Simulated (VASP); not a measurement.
# GaSb (F-43m) in VASP: a series of runs

Runs on GaSb. Level: PBE. Tasks: relaxation of cell and atoms.

Program: VASP 6.6.1. These are calculated values, not measurements. Logs are shortened: lines on timing, memory, paths and dates and some standing lists are left out, and cuts for length are marked.

**1. The cell of the first run**

It takes space group F-43m (No. 216, cubic). Conventional cell: a = 5.880 Å, b = 5.880 Å, c = 5.880 Å, α = 90.00°, β = 90.00°, γ = 90.00°. Ga (site symmetry -43m) has 4 Sb at 2.55 Å within 3.4 Å. Within 3.4 Å of Sb (site symmetry -43m) lie 4 Ga at 2.55 Å.

**2. Relaxation of cell and atoms, PBE, target pressure 22 GPa, at which the enthalpy is minimised**

Contents of INCAR:

```
ALGO     = Normal         # electronic algorithm
EDIFF    = 1E-7           # SCF threshold, eV
EDIFFG   = -0.001         # ionic threshold
ENCUT    = 600            # plane-wave cutoff, eV
GGA      = PE             # functional
IBRION   = 2              # ionic algorithm
ISIF     = 3              # what is computed and relaxed
ISMEAR   = 0              # smearing method
LASPH    = T              # aspherical terms in the spheres
LCHARG   = F              # write CHGCAR
LREAL    = F              # projectors in reciprocal space
LWAVE    = F              # write WAVECAR
NELM     = 60             # most SCF steps
NSW      = 80             # ionic steps
PREC     = Accurate       # precision mode
PSTRESS  = 220.0        
SIGMA    = 0.01           # smearing width, eV
```

Contents of KPOINTS:

```
k-points
0
Gamma
  12 12 12
```

Contents of POSCAR:

```
GaSb
1.0
    0.0000000000      2.9399496928      2.9399496928
    2.9399496928      0.0000000000      2.9399496928
    2.9399496928      2.9399496928      0.0000000000
Ga Sb
1 1
Direct
    0.0000000000      0.0000000000      0.0000000000
    0.7500000000      0.7500000000      0.7500000000
```

Potentials or basis: VASP PAW PBE potentials, release 64 (Ga_d, Sb).

On the command line:

```
> cat potpaw_PBE.64/Ga_d/POTCAR potpaw_PBE.64/Sb/POTCAR > POTCAR
> mpirun -np 1 vasp_std > vasp.out
```

OUTCAR:

```text
EDIFF = 1E-7
   EDIFFG = -0.001
   ENCUT = 600
   GGA = PE
   IBRION = 2
   ISIF = 3
   ISMEAR = 0
   LASPH = T
   LREAL = F
   NELM = 60
   NSW = 80
   PREC = Accurate
   PSTRESS = 220.0

 ion  position               nearest neighbor table
   1  0.000  0.000  0.000-   2 2.55   2 2.55   2 2.55   2 2.55
   2  0.750  0.750  0.750-   1 2.55   1 2.55   1 2.55   1 2.55

  LATTYP: Found a face centered cubic cell.
 ALAT       =     5.8798993856

  Lattice vectors:

 A1 = (   0.0000000000,   2.9399496928,   2.9399496928)
 A2 = (   2.9399496928,   0.0000000000,   2.9399496928)
 A3 = (   2.9399496928,   2.9399496928,   0.0000000000)

Analysis of symmetry for initial positions (statically):
=====================================================================
 Subroutine PRICEL returns:
 Original cell was already a primitive cell.

 Routine SETGRP: Setting up the symmetry group for a
 face centered cubic supercell.

 Subroutine GETGRP returns: Found 24 space group operations
 (whereof 24 operations were pure point group operations)
 out of a pool of 48 trial point group operations.

The static configuration has the point symmetry T_d .

Analysis of symmetry for dynamics (positions and initial velocities):
=====================================================================
 Subroutine PRICEL returns:
 Original cell was already a primitive cell.

 Routine SETGRP: Setting up the symmetry group for a
 face centered cubic supercell.

 Subroutine GETGRP returns: Found 24 space group operations
 (whereof 24 operations were pure point group operations)
 out of a pool of 48 trial point group operations.

The dynamic configuration has the point symmetry T_d .

 Subroutine INISYM returns: Found 24 space group operations
 (whereof 24 operations are pure point group operations),
 and found     1 'primitive' translations

----------------------------------------------------------------------------------------

                                     Primitive cell

  volume of cell :      50.8218

  direct lattice vectors                    reciprocal lattice vectors
     0.000000000  2.939949693  2.939949693    -0.170070937  0.170070937  0.170070937
     2.939949693  0.000000000  2.939949693     0.170070937 -0.170070937  0.170070937
     2.939949693  2.939949693  0.000000000     0.170070937  0.170070937 -0.170070937

  length of vectors
     4.157716728  4.157716728  4.157716728     0.294571504  0.294571504  0.294571504

  position of ions in fractional coordinates (direct lattice)
     0.000000000  0.000000000  0.000000000
     0.750000000  0.750000000  0.750000000

  ion indices of the primitive-cell ions
   primitive index   ion index
                 1           1
                 2           2

----------------------------------------------------------------------------------------

 KPOINTS: k-points

Automatic generation of k-mesh.
 Grid dimensions read from file:
 generate k-points for:   12   12   12

 Generating k-lattice:

  Cartesian coordinates                     Fractional coordinates (reciprocal lattice)
    -0.014172578  0.014172578  0.014172578     0.083333333  0.000000000  0.000000000
     0.014172578 -0.014172578  0.014172578     0.000000000  0.083333333  0.000000000
     0.014172578  0.014172578 -0.014172578     0.000000000  0.000000000  0.083333333

  Length of vectors
     0.024547625  0.024547625  0.024547625

  Shift w.r.t. Gamma in fractional coordinates (k-lattice)
     0.000000000  0.000000000  0.000000000

 Subroutine IBZKPT returns following result:
 ===========================================

 Found     72 irreducible k-points:

 Following reciprocal coordinates:
            Coordinates               Weight
  0.000000  0.000000  0.000000      1.000000
  0.083333  0.000000  0.000000      8.000000
  0.166667  0.000000  0.000000      8.000000
  0.250000  0.000000  0.000000      8.000000
  0.333333  0.000000  0.000000      8.000000
  0.416667  0.000000  0.000000      8.000000
[... 16 lines left out ...]
  0.500000  0.166667  0.000000     24.000000
 -0.416667  0.166667  0.000000     24.000000
 [... further k-points ...]
   k-points           NKPTS =     72   k-points in BZ     NKDIM =     72   number of bands    NBANDS=     13
   number of dos      NEDOS =    301   number of ions     NIONS =      2
   total plane-waves  NPLWV =  46656
   dimension x,y,z NGX =    36 NGY =   36 NGZ =   36
   dimension x,y,z NGXF=    72 NGYF=   72 NGZF=   72
   ions per type =               1   1
   NGX,Y,Z   is equivalent  to a cutoff of  14.39, 14.39, 14.39 a.u.
   NGXF,Y,Z  is equivalent  to a cutoff of  28.79, 28.79, 28.79 a.u.
 SYSTEM =  unknown system
   PREC   = accura    normal or accurate (medium, high low for compatibility)
   ISTART =      0    job   : 0-new  1-cont  2-samecut
   ICHARG =      2    charge: 1-file 2-atom 10-const
   ISPIN  =      1    spin polarized calculation?
   LNONCOLLINEAR =      F non collinear calculations
   LSORBIT =      F    spin-orbit coupling
   LASPH  =      T    aspherical Exc in radial PAW
   ENCUT  =  600.0 eV  44.10 Ry    6.64 a.u.   8.30  8.30  8.30*2*pi/ulx,y,z
   NELM   =     60;   NELMIN=  2; NELMDL= -5     # of ELM steps
   EDIFF  = 0.1E-06   stopping-criterion for ELM
   LREAL  =      F    real-space projection
   EDIFFG = -.1E-02   stopping-criterion for IOM
   NSW    =     80    number of steps for IOM
   IBRION =      2    ionic relax: 0-MD 1-quasi-New 2-CG
   NFREE  =      1    steps in history (QN), initial steepest desc. (CG)
   ISIF   =      3    stress and relaxation
   ISYM   =      2    0-nonsym 1-usesym 2-fastsym
   POTIM  = 0.5000    time-step for ionic-motion
   TEBEG  =    0.0;   TEEND  =   0.0 temperature during run
   PSTRESS=  220.0 pullay stress
   NELECT =      18.0000    total number of electrons
   NUPDOWN=      -1.0000    fix difference up-down
   EMIN   =  10.00;   EMAX   =-10.00  energy-range for DOS
   EFERMI =   0.00;   METHOD = LEGACY
   ISMEAR =     0;   SIGMA  =   0.01  broadening in eV -4-tet -1-fermi 0-gaus
   EFERMI_NEDOS =   21; number of points for ismear=-14 and -15
   IALGO  =     38    algorithm
   IMIX   =      4    mixing-type and parameters
     AMIX     =   0.40;   BMIX     =  1.00
     AMIX_MAG =   1.60;   BMIX_MAG =  1.00
  volume/ion in A,a.u.               =      25.41       171.48
  Fermi-wavevector in a.u.,A,eV,Ry     =   1.158286  2.188843 18.253933  1.341626
  Thomas-Fermi vector in A             =   2.294890
   LORBIT       =      0    0 simple, 1 ext, 2 COOP (PROOUT), +10 PAW based schemes
   GGA     = PE    functional components
   LHFCALC =     F    Hartree Fock is set to
   AEXX    =    0.0000 exact exchange contribution
   IVDW    =     0    specifies the selected vdW correction
   LEPSILON=     F    determine dielectric tensor
   LRPA    =     F    only Hartree local field effects (RPA)
 conjugate gradient relaxation of ions
 non-spin polarized calculation
 Gauss-broadening in eV      SIGMA  =   0.01
  energy-cutoff  :      600.00
  volume of cell :       50.82
 maximum number of plane-waves:      1717
 NGX is ok and might be reduce to    36
   NGX = 17   NGY = 17   NGZ = 17

--------------------------------------- Ionic step        1  -------------------------------------------

 number of electron      17.9999998 magnetization

 Free energy of the ion-electron system (eV)
  ---------------------------------------------------
  ext. energy  EPLUGINS =         0.00000000
  ---------------------------------------------------
  free energy    TOTEN  =        -7.09937675 eV

  energy without entropy =       -7.09937675  energy(sigma->0) =       -7.09937675

 E-fermi :   6.2325     XC(G=0):  -9.6210

 val. band max:        6.1742096118   @ k =   0.0000   0.0000   0.0000
 cond. band min:       6.8421416814   @ k =   0.5000   0.0000   0.0000
 fundamental gap:      0.6679320696
 Fermi energy:         6.2324543908

 k-point     1 :       0.0000    0.0000    0.0000
  band No.  band energies     occupation
      1      -9.1455      2.00000
      2      -9.1455      2.00000
      3      -9.1455      2.00000
      4      -9.0744      2.00000
      5      -9.0744      2.00000
      6      -6.1999      2.00000
      7       6.1742      2.00000
      8       6.1742      2.00000
      9       6.1742      2.00000
     10       7.0988      0.00000
     11       8.8991      0.00000
     12       8.8991      0.00000
     13       8.8991      0.00000
[... 353 lines left out ...]
 k-point    24 :      -0.4167    0.1667    0.0000
  band No.  band energies     occupation
      1      -9.1946      2.00000
      2      -9.1261      2.00000
      3      -9.1244      2.00000
      4      -9.0773      2.00000
      5      -9.0750      2.00000
      6      -4.0247      2.00000
      7      -0.6987      2.00000
      8       3.0238      2.00000
      9       4.4369      2.00000
     10       8.0418      0.00000
     11      10.0279      0.00000
     12      10.8230      0.00000
     13      13.4481      0.00000

 [... further k-points ...]

------------------------ aborting loop because EDIFF is reached ----------------------------------------

  FORCE on cell =-STRESS in cart. coord.  units (eV):
  Direction    XX          YY          ZZ          XY          YZ          ZX
  --------------------------------------------------------------------------------------
  -------------------------------------------------------------------------------------
  Total        3.5251076      3.5251076      3.5251076      0.0000000      0.0000000      0.0000000
  in kB      111.1304985    111.1304985    111.1304985      0.0000000      0.0000000      0.0000000
  external PRESSURE =    -108.8695015 kB  Pullay stress =     220.0000000 kB
[... 289 lines left out ...]
  enthalpy is  TOTEN    =        -0.2922759191 eV   P V=        6.3369632662

--------------------------------------- Ionic step        9  -------------------------------------------

 number of electron      17.9999999 magnetization

 Free energy of the ion-electron system (eV)
  ---------------------------------------------------
  ext. energy  EPLUGINS =         0.00000000
  ---------------------------------------------------
  free energy    TOTEN  =        -6.62867978 eV

  energy without entropy =       -6.62867978  energy(sigma->0) =       -6.62867978

 E-fermi :   7.4190     XC(G=0): -10.0675

 val. band max:        7.3704516151   @ k =   0.0000   0.0000   0.0000
 cond. band min:       7.8373701485   @ k =   0.4167   0.4167   0.0000
 fundamental gap:      0.4669185333
 Fermi energy:         7.4190058893

 k-point     1 :       0.0000    0.0000    0.0000
  band No.  band energies     occupation
      1      -8.2708      2.00000
      2      -8.2708      2.00000
      3      -8.2708      2.00000
      4      -8.1773      2.00000
      5      -8.1773      2.00000
      6      -5.8395      2.00000
      7       7.3705      2.00000
      8       7.3705      2.00000
      9       7.3705      2.00000
     10       9.0634      0.00000
     11      10.0252      0.00000
     12      10.0252      0.00000
     13      10.0252      0.00000
[... 353 lines left out ...]
 k-point    24 :      -0.4167    0.1667    0.0000
  band No.  band energies     occupation
      1      -8.3413      2.00000
      2      -8.2445      2.00000
      3      -8.2417      2.00000
      4      -8.1820      2.00000
      5      -8.1788      2.00000
      6      -3.3401      2.00000
      7      -0.0693      2.00000
      8       3.8543      2.00000
      9       5.3802      2.00000
     10       9.3184      0.00000
     11      11.3132      0.00000
     12      12.0647      0.00000
     13      14.8779      0.00000

 [... further k-points ...]

------------------------ aborting loop because EDIFF is reached ----------------------------------------

  FORCE on cell =-STRESS in cart. coord.  units (eV):
  Direction    XX          YY          ZZ          XY          YZ          ZX
  --------------------------------------------------------------------------------------
  -------------------------------------------------------------------------------------
  Total        6.3374472      6.3374472      6.3374472      0.0000000      0.0000000     -0.0000000
  in kB      220.0362359    220.0362359    220.0362359      0.0000000      0.0000000     -0.0000000
  external PRESSURE =       0.0362359 kB  Pullay stress =     220.0000000 kB
[... 17 lines left out ...]
  FREE ENERGIE OF THE ION-ELECTRON SYSTEM (eV)
  ---------------------------------------------------
  free  energy   TOTEN  =        -6.6286797828 eV

  energy  without entropy=       -6.6286797828  energy(sigma->0) =       -6.62867978

  enthalpy is  TOTEN    =        -0.2922762644 eV   P V=        6.3364035184

 reached required accuracy - stopping structural energy minimisation
```

Wall time 4.6 min (1 thread of AMD EPYC 9R14 (Zen 4), shared host); peak memory 0.22 GiB.

Results:

| Quantity | Value |
| --- | --- |
| Free energy | -6.6287 eV |
| Relaxed volume | 23.07 Å³/atom |
| Relaxed cell | a = 4.026 Å, b = 4.026 Å, c = 4.026 Å, α = 60.00°, β = 60.00°, γ = 60.00° |
| Space group after relaxing (to 0.1 Å) | F-43m (No. 216) |
| Energy change on relaxing (the run minimises the enthalpy) | +235.3 meV/atom |
| Ionic steps | 9 |
| Pressure after relaxing | 22.0 GPa |
| Band gap on the k mesh | 0.47 eV (least direct gap 1.69 eV) |

Step by step:
| step | energy change (eV) | largest force (eV/Å) | pressure (GPa) | volume (Å³) |
| --- | --- | --- | --- | --- |
| 1 | 0.0000 | 0.0000 | 11.11 | 50.82 |
| 2 | 2.0068 | 0.0000 | 52.06 | 39.15 |
| 3 | 0.4414 | 0.0000 | 21.40 | 46.36 |
| 4 | 0.4651 | 0.0000 | 21.91 | 46.19 |
| 5 | 0.4774 | 0.0000 | 22.16 | 46.10 |
| 6 | 0.4594 | 0.0000 | 21.76 | 46.23 |
| 7 | 0.4713 | 0.0000 | 22.03 | 46.14 |
| 8 | 0.4701 | 0.0000 | 21.98 | 46.15 |
| 9 | 0.4707 | 0.0000 | 22.00 | 46.15 |

Final structure:
```
Ga Sb
1.0
     0.00000    2.84687    2.84687
     2.84687    0.00000    2.84687
     2.84687    2.84687    0.00000
Ga Sb
1 1
Direct
  0.00000 0.00000 0.00000
  0.75000 0.75000 0.75000
```

Levels at points of the mesh, in eV from the valence-band top:
| k point | band 7 | band 8 | band 9 | band 10 | band 11 | band 12 |
| --- | --- | --- | --- | --- | --- | --- |
| (0.00, 0.00, 0.00) | 0.00 | 0.00 | 0.00 | 1.69 | 2.65 | 2.65 |
| (0.50, 0.00, 0.00) | -7.65 | -1.56 | -1.56 | 0.91 | 3.67 | 3.67 |
| (0.50, 0.50, 0.00) | -7.96 | -3.45 | -3.45 | 0.55 | 0.76 | 10.13 |

Caveat: the cell is relaxed towards a set pressure, so the run minimises the enthalpy, not the energy; semilocal functionals underestimate gaps, and a narrow one can read as zero; spin-orbit coupling is left out, which moves the levels of the heavy elements. A k mesh can miss the band edges.

(Part 1 of 2 ends here.)

The gap in the log of VASP goes by the Fermi energy; the results here count the filled bands.